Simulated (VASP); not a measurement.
# TiTe2 (R-3m) in VASP: further runs

The runs below take TiTe2 through single point, with PBEsol.

Program: VASP 6.6.1. These are calculated values, not measurements. Logs are shortened: lines on timing, memory, paths and dates and some standing lists are left out, and cuts for length are marked.

## (1) The cell of the first run

It takes space group R-3m (No. 166, trigonal). The conventional cell has a = 3.775 Å, b = 3.775 Å, c = 20.606 Å, α = 90.00°, β = 90.00°, γ = 120.00°. Within 3.6 Å of Ti (site symmetry -3m) lie 6 Te at 2.77 Å. Te (site symmetry 3m) has 3 Ti at 2.77 Å within 3.6 Å.

## (2) Single point, PBEsol

The input, INCAR:

```
SYSTEM = TiTe2
PREC     = Accurate       ! precision mode
ENCUT    = 520            ! plane-wave cutoff, eV
EDIFF    = 1E-6           ! SCF threshold, eV
ISMEAR   = -1             ! smearing method
SIGMA    = 0.02           ! smearing width, eV
LREAL    = .FALSE.        ! projectors in reciprocal space
LASPH    = .TRUE.         ! aspherical terms in the spheres
NELM     = 100            ! most SCF steps
ALGO     = Normal         ! electronic algorithm
ISIF     = 2              ! what is computed and relaxed
LWAVE    = .FALSE.        ! write WAVECAR
LCHARG   = .FALSE.        ! write CHGCAR
GGA      = PS             ! functional
NBANDS   = 19             ! bands
```

The input, KPOINTS:

```
Automatic mesh
0
G
  6 6 6
  0 0 0
```

The input, POSCAR:

```
TiTe2
1.0
    1.8876707345      1.0898472067      6.8686281622
   -1.8876707345      1.0898472067      6.8686281622
    0.0000000000     -2.1796944134      6.8686281622
Ti Te
1 2
Direct
    0.0000000000      0.0000000000      0.0000000000
    0.2506047259      0.2506047259      0.2506047259
    0.7493952741      0.7493952741      0.7493952741
```

Potentials or basis: VASP PAW PBE potentials, release 64 (Ti_sv, Te).

Command:

```console
$ cat potpaw_PBE.64/Ti_sv/POTCAR potpaw_PBE.64/Te/POTCAR > POTCAR
$ mpirun -np 1 vasp_std > vasp.out
```

OUTCAR:

```text
SYSTEM = TiTe2
   PREC = Accurate
   ENCUT = 520
   EDIFF = 1E-6
   ISMEAR = -1
   LREAL = .FALSE.
   LASPH = .TRUE.
   NELM = 100
   ISIF = 2
   GGA = PS

 ion  position               nearest neighbor table
   1  0.000  0.000  0.000-   3 2.77   2 2.77   3 2.77   3 2.77   2 2.77   2 2.77
   2  0.251  0.251  0.251-   1 2.77   1 2.77   1 2.77
   3  0.749  0.749  0.749-   1 2.77   1 2.77   1 2.77

  LATTYP: Found a trigonal (rhomboedric) cell.
 ALAT       =     7.2061862706
 COS(alpha) =     0.8627629059

  Lattice vectors:

 A1 = (   1.8876707345,   1.0898472067,   6.8686281622)
 A2 = (  -1.8876707345,   1.0898472067,   6.8686281622)
 A3 = (   0.0000000000,  -2.1796944134,   6.8686281622)

Analysis of symmetry for initial positions (statically):
=====================================================================
 Subroutine PRICEL returns:
 Original cell was already a primitive cell.

 Routine SETGRP: Setting up the symmetry group for a
 trigonal (rhombohedral) supercell.

 Subroutine GETGRP returns: Found 12 space group operations
 (whereof 12 operations were pure point group operations)
 out of a pool of 12 trial point group operations.

The static configuration has the point symmetry D_3d.

Analysis of symmetry for dynamics (positions and initial velocities):
=====================================================================
 Subroutine PRICEL returns:
 Original cell was already a primitive cell.

 Routine SETGRP: Setting up the symmetry group for a
 trigonal (rhombohedral) supercell.

 Subroutine GETGRP returns: Found 12 space group operations
 (whereof 12 operations were pure point group operations)
 out of a pool of 12 trial point group operations.

The dynamic configuration has the point symmetry D_3d.

 Subroutine INISYM returns: Found 12 space group operations
 (whereof 12 operations are pure point group operations),
 and found     1 'primitive' translations

----------------------------------------------------------------------------------------

                                     Primitive cell

  volume of cell :      84.7838

  direct lattice vectors                    reciprocal lattice vectors
     1.887670734  1.089847207  6.868628162     0.264876703  0.152926636  0.048529827
    -1.887670734  1.089847207  6.868628162    -0.264876703  0.152926636  0.048529827
     0.000000000 -2.179694413  6.868628162     0.000000000 -0.305853271  0.048529827

  length of vectors
     7.206186271  7.206186271  7.206186271     0.309679459  0.309679459  0.309679459

  position of ions in fractional coordinates (direct lattice)
     0.000000000  0.000000000  0.000000000
     0.250604726  0.250604726  0.250604726
     0.749395274  0.749395274  0.749395274

  ion indices of the primitive-cell ions
   primitive index   ion index
                 1           1
                 2           2
                 3           3

----------------------------------------------------------------------------------------

 KPOINTS: Automatic mesh

Automatic generation of k-mesh.
 Grid dimensions read from file:
 generate k-points for:    6    6    6

 Generating k-lattice:

  Cartesian coordinates                     Fractional coordinates (reciprocal lattice)
     0.044146117  0.025487773  0.008088304     0.166666667  0.000000000  0.000000000
    -0.044146117  0.025487773  0.008088304     0.000000000  0.166666667  0.000000000
     0.000000000 -0.050975545  0.008088304     0.000000000  0.000000000  0.166666667

  Length of vectors
     0.051613243  0.051613243  0.051613243

  Shift w.r.t. Gamma in fractional coordinates (k-lattice)
     0.000000000  0.000000000  0.000000000

 Subroutine IBZKPT returns following result:
 ===========================================

 Found     32 irreducible k-points:

 Following reciprocal coordinates:
            Coordinates               Weight
  0.000000  0.000000  0.000000      1.000000
  0.166667  0.000000  0.000000      6.000000
  0.333333  0.000000 -0.000000      6.000000
  0.500000  0.000000  0.000000      3.000000
  0.166667  0.166667  0.000000      6.000000
  0.333333  0.166667 -0.000000     12.000000
[... 16 lines left out ...]
  0.500000  0.500000  0.166667      6.000000
 -0.333333  0.500000  0.166667     12.000000
 [... further k-points ...]
   k-points           NKPTS =     32   k-points in BZ     NKDIM =     32   number of bands    NBANDS=     19
   number of dos      NEDOS =    301   number of ions     NIONS =      3
   total plane-waves  NPLWV = 157464
   dimension x,y,z NGX =    54 NGY =   54 NGZ =   54
   dimension x,y,z NGXF=   108 NGYF=  108 NGZF=  108
   ions per type =               1   2
   NGX,Y,Z   is equivalent  to a cutoff of  12.46, 12.46, 12.46 a.u.
   NGXF,Y,Z  is equivalent  to a cutoff of  24.92, 24.92, 24.92 a.u.
 SYSTEM =  TiTe2
   PREC   = accura    normal or accurate (medium, high low for compatibility)
   ISTART =      0    job   : 0-new  1-cont  2-samecut
   ICHARG =      2    charge: 1-file 2-atom 10-const
   ISPIN  =      1    spin polarized calculation?
   LNONCOLLINEAR =      F non collinear calculations
   LSORBIT =      F    spin-orbit coupling
   LASPH  =      T    aspherical Exc in radial PAW
   ENCUT  =  520.0 eV  38.22 Ry    6.18 a.u.  13.40 13.40 13.40*2*pi/ulx,y,z
   NELM   =    100;   NELMIN=  2; NELMDL= -5     # of ELM steps
   EDIFF  = 0.1E-05   stopping-criterion for ELM
   LREAL  =      F    real-space projection
   EDIFFG = 0.1E-04   stopping-criterion for IOM
   NSW    =      0    number of steps for IOM
   IBRION =     -1    ionic relax: 0-MD 1-quasi-New 2-CG
   NFREE  =      0    steps in history (QN), initial steepest desc. (CG)
   ISIF   =      2    stress and relaxation
   ISYM   =      2    0-nonsym 1-usesym 2-fastsym
   POTIM  = 0.5000    time-step for ionic-motion
   TEBEG  =    0.0;   TEEND  =   0.0 temperature during run
   PSTRESS=    0.0 pullay stress
   NELECT =      24.0000    total number of electrons
   NUPDOWN=      -1.0000    fix difference up-down
   EMIN   =  10.00;   EMAX   =-10.00  energy-range for DOS
   EFERMI =   0.00;   METHOD = LEGACY
   ISMEAR =    -1;   SIGMA  =   0.02  broadening in eV -4-tet -1-fermi 0-gaus
   EFERMI_NEDOS =   21; number of points for ismear=-14 and -15
   IALGO  =     38    algorithm
   IMIX   =      4    mixing-type and parameters
     AMIX     =   0.40;   BMIX     =  1.00
     AMIX_MAG =   1.60;   BMIX_MAG =  1.00
  volume/ion in A,a.u.               =      28.26       190.72
  Fermi-wavevector in a.u.,A,eV,Ry     =   1.074915  2.031295 15.720752  1.155443
  Thomas-Fermi vector in A             =   2.210757
   LORBIT       =      0    0 simple, 1 ext, 2 COOP (PROOUT), +10 PAW based schemes
   GGA     = PS    functional components
   LHFCALC =     F    Hartree Fock is set to
   AEXX    =    0.0000 exact exchange contribution
   IVDW    =     0    specifies the selected vdW correction
   LEPSILON=     F    determine dielectric tensor
   LRPA    =     F    only Hartree local field effects (RPA)
 non-spin polarized calculation
  energy-cutoff  :      520.00
  volume of cell :       84.78
 maximum number of plane-waves:      2301
 NGX is ok and might be reduce to    54
   NGX = 27   NGY = 27   NGZ = 27

 number of electron      24.0000002 magnetization

 Free energy of the ion-electron system (eV)
  ---------------------------------------------------
  ext. energy  EPLUGINS =         0.00000000
  ---------------------------------------------------
  free energy    TOTEN  =       -17.43096956 eV

  energy without entropy =      -17.42807135  energy(sigma->0) =      -17.42952046

 E-fermi :   5.9094     XC(G=0):  -9.6843

 val. band max:        5.8823027337   @ k =  -0.3333   0.3333   0.3333
 cond. band min:       5.9187435575   @ k =   0.1667   0.0000   0.0000
 fundamental gap:      0.0364408239
 Fermi energy:         5.9094084384

 k-point     1 :       0.0000    0.0000    0.0000
  band No.  band energies     occupation
      1     -51.2520      2.00000
      2     -27.6003      2.00000
      3     -27.6003      2.00000
      4     -27.5808      2.00000
      5      -6.1908      2.00000
      6      -4.9676      2.00000
[... 11 lines left out ...]
     18      11.2765      0.00000
     19      11.4975      0.00000

 k-point     2 :       0.1667    0.0000    0.0000
  band No.  band energies     occupation
      1     -51.2513      2.00000
      2     -27.6110      2.00000
      3     -27.6027      2.00000
      4     -27.5784      2.00000
      5      -5.8871      2.00000
      6      -4.8114      2.00000
[... 11 lines left out ...]
     18      12.0587      0.00000
     19      12.4880      0.00000

 k-point     3 :       0.3333    0.0000   -0.0000
  band No.  band energies     occupation
      1     -51.2497      2.00000
      2     -27.6324      2.00000
      3     -27.6076      2.00000
      4     -27.5734      2.00000
      5      -5.1192      2.00000
      6      -4.4672      2.00000
[... 11 lines left out ...]
     18      11.3293      0.00000
     19      12.2001      0.00000

 k-point     4 :       0.5000    0.0000    0.0000
  band No.  band energies     occupation
      1     -51.2490      2.00000
      2     -27.6430      2.00000
      3     -27.6101      2.00000
      4     -27.5709      2.00000
      5      -4.5137      2.00000
      6      -4.3600      2.00000
[... 407 lines left out ...]
     18      11.4520      0.00000
     19      11.6264      0.00000

 k-point    23 :       0.5000    0.5000    0.1667
  band No.  band energies     occupation
      1     -51.2497      2.00000
      2     -27.6324      2.00000
      3     -27.6076      2.00000
      4     -27.5734      2.00000
      5      -4.9549      2.00000
      6      -4.6646      2.00000
[... 11 lines left out ...]
     18      10.5419      0.00000
     19      11.4503      0.00000

 k-point    24 :      -0.3333    0.5000    0.1667
  band No.  band energies     occupation
      1     -51.2490      2.00000
      2     -27.6374      2.00000
      3     -27.6157      2.00000
      4     -27.5709      2.00000
      5      -4.4814      2.00000
      6      -4.4126      2.00000
[... 11 lines left out ...]
     18      10.5337      0.00000
     19      11.4363      0.00000

 [... further k-points ...]

------------------------ aborting loop because EDIFF is reached ----------------------------------------

  FORCE on cell =-STRESS in cart. coord.  units (eV):
  Direction    XX          YY          ZZ          XY          YZ          ZX
  --------------------------------------------------------------------------------------
  -------------------------------------------------------------------------------------
  Total       -1.1040235     -1.1040235     -0.7708676      0.0000000      0.0000000      0.0000000
  in kB      -20.8629527    -20.8629527    -14.5672390      0.0000000      0.0000000      0.0000000
  external PRESSURE =     -18.7643814 kB  Pullay stress =       0.0000000 kB

 VOLUME and BASIS-vectors are now :
 -----------------------------------------------------------------------------
  energy-cutoff  :      520.00
  volume of cell :       84.78
      direct lattice vectors                 reciprocal lattice vectors
     1.887670734  1.089847207  6.868628162     0.264876703  0.152926636  0.048529827
    -1.887670734  1.089847207  6.868628162    -0.264876703  0.152926636  0.048529827
     0.000000000 -2.179694413  6.868628162     0.000000000 -0.305853271  0.048529827

 POSITION                                       TOTAL-FORCE (eV/Angst)
 -----------------------------------------------------------------------------------
      0.00000      0.00000      0.00000         0.000000     -0.000000      0.000000
      0.00000      0.00000      5.16393         0.000000      0.000000      0.076501
      0.00000      0.00000     15.44195         0.000000     -0.000000     -0.076501
 -----------------------------------------------------------------------------------
    total drift:                               -0.000000     -0.000000      0.000000

  FREE ENERGIE OF THE ION-ELECTRON SYSTEM (eV)
  ---------------------------------------------------
  free  energy   TOTEN  =       -17.4309695649 eV

  energy  without entropy=      -17.4280713500  energy(sigma->0) =      -17.42952046
```

It took 4.7 min on 1 thread of Intel Xeon Platinum 8259CL at 2.50GHz (Skylake/Cascade Lake), shared host; peak memory 0.39 GiB.

What came out:

```
Free energy            : -17.4310 eV
Pressure               : -1.9 GPa
Largest force          : 0.077 eV/Å
Band gap on the k mesh : zero (bands 12 and 13 overlap by 0.63 eV)
```

Forces in eV/Å, atoms in the order of the input:
```
Ti   0.000  0.000  0.000
Te   0.000  0.000  0.077
Te   0.000  0.000 -0.077
```

Caveat: the PAW data sets were made with another functional, which shifts forces and pressure a little; spin-orbit coupling is left out, which moves the levels of the heavy elements.

## (3) Single point, PBEsol

The input, INCAR:

```
ALGO = Normal
EDIFF = 1E-6
ENCUT = 520
GGA = PS
ISIF = 2
ISMEAR = -1
LASPH = T
LCHARG = F
LREAL = F
LWAVE = F
NBANDS = 19
NELM = 60
PREC = Accurate
SIGMA = 0.02
```

The input, KPOINTS:

```
k-points
0
Gamma
  6 6 6
```

POSCAR is that of step 2.

Potentials or basis: VASP PAW PBE potentials, release 64 (Ti_sv, Te).

Command:

```console
$ cat potpaw_PBE.64/Ti_sv/POTCAR potpaw_PBE.64/Te/POTCAR > POTCAR
$ mpirun -np 1 vasp_std > vasp.out
```

Wall time 4.4 min (1 thread of Intel Xeon Platinum 8259CL at 2.50GHz (Skylake/Cascade Lake), shared host); peak memory 0.39 GiB.

It converged, with:

- Free energy: -17.4310 eV
- Pressure: -1.9 GPa
- Largest force: 0.077 eV/Å
- Band gap on the k mesh: zero (bands 12 and 13 overlap by 0.63 eV)

Forces in eV/Å, atoms in the order of the input:
```
Ti   0.000  0.000  0.000
Te   0.000  0.000  0.077
Te   0.000  0.000 -0.077
```

Stress tensor (GPa, compression positive):
```
-2.09  0.00  0.00
 0.00 -2.09  0.00
 0.00  0.00 -1.46
```

Levels at points of the mesh, in eV from the Fermi level:
```csv
k point,band 9,band 10,band 11,band 12,band 13,band 14,band 15,band 16
"(0.00, 0.00, 0.00)",-1.52,0.19,0.46,0.48,0.48,1.23,1.23,3.40
"(0.50, 0.00, 0.00)",-2.64,-1.79,-1.78,-0.53,0.07,1.24,1.57,2.85
"(0.50, 0.50, 0.00)",-1.81,-1.66,-1.55,-0.81,-0.15,1.24,1.52,3.38
"(0.50, 0.50, 0.50)",-1.48,-1.48,0.49,0.49,0.96,1.05,1.05,3.57
```

Caveat: the PAW data sets were made with another functional, which shifts forces and pressure a little; spin-orbit coupling is left out, which moves the levels of the heavy elements.
